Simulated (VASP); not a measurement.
# Ga (C2/c) in VASP: a series of runs, part 2 of 2

VASP 6.6.1.

## 3. Electric field gradients, PBE (volume scaled by 0.98)

The input, INCAR:

```
  PREC = Accurate
  ENCUT = 520
  EDIFF = 1E-8
  ISMEAR = -1
  SIGMA = 0.03
  LREAL = False
  LASPH = True
  NELM = 60
  ALGO = Normal
  ISIF = 2
  LWAVE = False
  LCHARG = False
  GGA = PE
  LEFG = True
  NBANDS = 20
```

The input, KPOINTS:

```
regular mesh
0
Gamma
  14 14 11
```

The input, POSCAR:

```
Ga
1.0
    1.3737178411     -3.9994756958      0.0000000000
    1.3737178411      3.9994756958      0.0000000000
   -0.1166617212      0.0000000000      3.3075808031
Ga
2
Direct
    0.8690000000      0.1310000000      0.2500000000
    0.1310000000      0.8690000000      0.7500000000
```

Potentials or basis: VASP PAW PBE potentials, release 64 (Ga_d).

Run with:

```sh
$ cat potpaw_PBE.64/Ga_d/POTCAR > POTCAR
$ mpirun -np 1 vasp_std > vasp.out
```

OUTCAR:

```text
PREC = Accurate
   ENCUT = 520
   EDIFF = 1E-8
   ISMEAR = -1
   LREAL = False
   LASPH = True
   NELM = 60
   ISIF = 2
   GGA = PE

 ion  position               nearest neighbor table
   1  0.869  0.131  0.250-   2 2.67   2 2.67   2 2.84   2 2.84   2 2.90   2 2.90
   2  0.131  0.869  0.750-   1 2.67   1 2.67   1 2.84   1 2.84   1 2.90   1 2.90

  LATTYP: Found a base centered monoclinic cell.
 ALAT       =     2.7474356822
 B/A-ratio  =     2.9114244397
 C/A-ratio  =     1.2046278548
 COS(beta)  =    -0.0352490928

  Lattice vectors:

 A1 = (   1.3737178411,  -3.9994756958,   0.0000000000)
 A2 = (   1.3737178411,   3.9994756958,   0.0000000000)
 A3 = (  -0.1166617212,   0.0000000000,   3.3075808031)

Analysis of symmetry for initial positions (statically):
=====================================================================
 Subroutine PRICEL returns:
 Original cell was already a primitive cell.

 Routine SETGRP: Setting up the symmetry group for a
 base centered monoclinic supercell.

 Subroutine GETGRP returns: Found  4 space group operations
 (whereof  2 operations were pure point group operations)
 out of a pool of  4 trial point group operations.

The static configuration has the point symmetry S_2 .
 The point group associated with its full space group is C_2h.

Analysis of symmetry for dynamics (positions and initial velocities):
=====================================================================
 Subroutine PRICEL returns:
 Original cell was already a primitive cell.

 Routine SETGRP: Setting up the symmetry group for a
 base centered monoclinic supercell.

 Subroutine GETGRP returns: Found  4 space group operations
 (whereof  2 operations were pure point group operations)
 out of a pool of  4 trial point group operations.

The dynamic configuration has the point symmetry S_2 .
[... 152 lines left out ...]
 Fermi energy:         5.8542742252

 k-point     1 :       0.0000    0.0000    0.0000
  band No.  band energies     occupation
      1      -9.3442      2.00000
      2      -9.3360      2.00000
      3      -9.2965      2.00000
      4      -9.2744      2.00000
      5      -8.9838      2.00000
      6      -8.9838      2.00000
[... 541 lines left out ...]
     19      17.4167      0.00000
     20      18.3994      0.00000

 [... further k-points ...]
[... 5 lines left out ...]
  --------------------------------------------------------------------------------------
  -------------------------------------------------------------------------------------
  Total        0.7163946      0.7560114      0.6497014      0.0000000      0.0000000     -0.0254954
  in kB       31.5807040     33.3271257     28.6406800      0.0000000      0.0000000     -1.1239089
  external PRESSURE =      31.1828366 kB  Pullay stress =       0.0000000 kB

 VOLUME and BASIS-vectors are now :
 -----------------------------------------------------------------------------
  energy-cutoff  :      520.00
  volume of cell :       36.34
      direct lattice vectors                 reciprocal lattice vectors
     1.373717841 -3.999475696  0.000000000     0.363975763 -0.125016387  0.012837793
     1.373717841  3.999475696  0.000000000     0.363975763  0.125016387  0.012837793
    -0.116661721  0.000000000  3.307580803     0.000000000  0.000000000  0.302335773

 POSITION                                       TOTAL-FORCE (eV/Angst)
 -----------------------------------------------------------------------------------
      1.34455     -2.95161      0.82690         0.000000      0.198570      0.000000
      1.28622      2.95161      2.48069        -0.000000     -0.198570     -0.000000
 -----------------------------------------------------------------------------------
    total drift:                                0.000000      0.000000     -0.000000

  FREE ENERGIE OF THE ION-ELECTRON SYSTEM (eV)
  ---------------------------------------------------
  free  energy   TOTEN  =        -5.7602618011 eV

  energy  without entropy=       -5.7585389316  energy(sigma->0) =       -5.75940037

 Electric field gradients (V/A^2)
---------------------------------------------------------------------
 ion       V_xx      V_yy      V_zz      V_xy      V_xz      V_yz
---------------------------------------------------------------------
   1      -6.855   -18.491    25.345     0.000    -2.434    -0.000
   2      -6.855   -18.491    25.345     0.000    -2.434    -0.000
---------------------------------------------------------------------

 Electric field gradients after diagonalization (V/A^2)
 (convention: |V_zz| > |V_xx| > |V_yy|)
----------------------------------------------------------------------
 ion       V_xx      V_yy      V_zz     asymmetry (V_yy - V_xx)/ V_zz
----------------------------------------------------------------------
   1     -18.491    -7.038    25.528       0.449
   2     -18.491    -7.038    25.528       0.449
----------------------------------------------------------------------

           NMR quadrupolar parameters

 Cq : quadrupolar parameter    Cq=e*Q*V_zz/h
 eta: asymmetry parameters     (V_yy - V_xx)/ V_zz
 Q  : nuclear electric quadrupole moment in mb (millibarn)
----------------------------------------------------------------------
 ion       Cq(MHz)       eta       Q (mb)
----------------------------------------------------------------------
   1       0.062       0.449       1.000
   2       0.062       0.449       1.000
----------------------------------------------------------------------
```

OSZICAR:

```text
N       E                     dE             d eps       ncg     rms          rms(c)
DAV:   1     0.131973126129E+03    0.13197E+03   -0.13194E+04 24600   0.248E+03
DAV:   2     0.561724316911E+01   -0.12636E+03   -0.12315E+03 23952   0.388E+02
DAV:   3    -0.564517022511E+01   -0.11262E+02   -0.11208E+02 26056   0.943E+01
DAV:   4    -0.581223678228E+01   -0.16707E+00   -0.16695E+00 26900   0.127E+01
DAV:   5    -0.581498901527E+01   -0.27522E-02   -0.27521E-02 26432   0.160E+00    0.146E+00
DAV:   6    -0.576964793271E+01    0.45341E-01   -0.91393E-02 31596   0.507E+00    0.750E-01
DAV:   7    -0.576119856315E+01    0.84494E-02   -0.18166E-02 33404   0.188E+00    0.207E-01
DAV:   8    -0.576024467038E+01    0.95389E-03   -0.23266E-03 25812   0.668E-01    0.193E-02
DAV:   9    -0.576026087764E+01   -0.16207E-04   -0.11000E-04 26464   0.105E-01    0.803E-03
DAV:  10    -0.576026197748E+01   -0.10998E-05   -0.74032E-06 25968   0.309E-02    0.216E-03
DAV:  11    -0.576026189449E+01    0.82990E-07   -0.10368E-06 27512   0.122E-02    0.548E-04
DAV:  12    -0.576026186391E+01    0.30581E-07   -0.10432E-07 27788   0.405E-03    0.172E-04
DAV:  13    -0.576026180263E+01    0.61280E-07   -0.12976E-08 16980   0.167E-03    0.620E-05
DAV:  14    -0.576026180111E+01    0.15198E-08   -0.23406E-09 13252   0.674E-04
   1 F= -.57602618E+01 E0= -.57594004E+01  d E =-.172287E-02
```

Wall time 8.3 min (1 thread of AMD EPYC 7R13 (Zen 3), shared host); peak memory 0.41 GiB.

What came out:

```yaml
Free_energy: -5.7603 eV
Pressure: 3.1 GPa
Largest_force: 0.199 eV/Å
Band_gap_on_the_k_mesh: zero (band 13 reaches 9.89 eV, above the bottom of band 14 at 1.78 eV)
```

Forces in eV/Å, atoms in the order of the input:
```
Ga   0.000  0.199  0.000
Ga   0.000 -0.199  0.000
```

Electric field gradients, principal values (V/Å²):
```csv
atom,least,middle,greatest (by size)
1 Ga,-7.038,-18.491,25.528
2 Ga,-7.038,-18.491,25.528
```

Caveat: without QUAD_EFG the Cq values of the log hold for a quadrupole moment of 1 mb, not for the nuclei.
